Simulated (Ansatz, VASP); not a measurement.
# P in VASP and in Ansatz

```
CELL_PARAMETERS angstrom
-3.28437 0.00000 0.00000
0.00000 0.00000 -4.43691
0.00000 -69.74949 0.00000
ATOMIC_POSITIONS crystal
P 0.00000 0.41738 0.01516
P 0.00000 0.39372 0.51518
P 0.00000 0.60628 0.48482
P 0.00000 0.58262 0.98484
P 0.50000 0.94104 0.48486
P 0.50000 0.91738 0.98484
P 0.50000 0.08262 0.01516
P 0.50000 0.05896 0.51514
```

Change from the starting cell: mode 11 (222.4 1/cm) frozen in, largest displacement +0.105 Å.

Alike in both runs: task single point; functional PBEsol; k mesh 8 × 6 × 1; occupations gaussian, width 0.05 eV; no spin polarisation.

|  | VASP | Ansatz |
| --- | --- | --- |
| version | VASP 6.6.1 | Ansatz 0.2.0 |
| potentials or method | VASP PAW PBE potentials, release 64 (P), cutoff 520 eV | scalar-relativistic, plane waves, PAW |
| valence electrons in the cell | 40 | 40 |

VASP gave:

```
gap on the k mesh at the Fermi level (eV) : 0.62
least direct gap on the mesh (eV)         : 0.67
rms of the force components (eV/Å)        : 0.240
```

Problem. What did Ansatz give for the same quantities?

Solution. gap on the k mesh at the Fermi level (eV): 0.60; least direct gap on the mesh (eV): 0.65; rms of the force components (eV/Å): 0.239.

VASP's potentials were made for PBE, not for PBEsol. Atom by atom the forces differ by 0.013 eV/Å (rms over components).
